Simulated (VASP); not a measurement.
Set up this calculation in VASP 6.6.1, as the native input.

* Task: single point
* Functional: LDA
* Potentials or basis: VASP PAW LDA potentials, release 64 (Hf_pv, N)
* Cutoff: 520 eV
* k mesh: 9 × 9 × 9
* Occupations: fermi-dirac, width 0.05 eV
* Spin: no spin polarisation
* Dipole correction: no
* Further INCAR settings: ALGO = Normal; EDIFF = 1e-07; NBANDS = 14

The structure of HfN lies in POSCAR:

```
HfN
1.0
    2.8060694958      0.0000000000      0.0000000000
    0.0000000000      2.8060694958      0.0000000000
    0.0000000000      0.0000000000      2.8060694958
Hf N
1 1
Direct
    0.5000000000      0.5000000000      0.5000000000
    0.0000000000      0.0000000000      0.0000000000
```

These files were run (other wordings do the same):

INCAR

```
PREC = Accurate
ENCUT = 520
EDIFF = 1E-7
ISMEAR = -1
SIGMA = 0.05
LREAL = False
LASPH = True
NELM = 80
ALGO = Normal
ISIF = 2
LWAVE = False
LCHARG = True
GGA = CA
LELF = True
LVHAR = True
NBANDS = 14
```

KPOINTS

```
Automatic mesh
0
Gamma
  9 9 9
```

Potentials or basis: VASP PAW LDA potentials, release 64 (Hf_pv, N).

Run with:

```bash
$ cat potpaw_LDA.64/Hf_pv/POTCAR potpaw_LDA.64/N/POTCAR > POTCAR
$ mpirun -np 1 vasp_std > vasp.out
```

Results of the run:

* Pressure: -12.3 GPa

It took 6.6 s on 1 thread of AMD EPYC 9R45 96-Core Processor (Zen 5), on a shared host, peak memory 0.1 GiB.
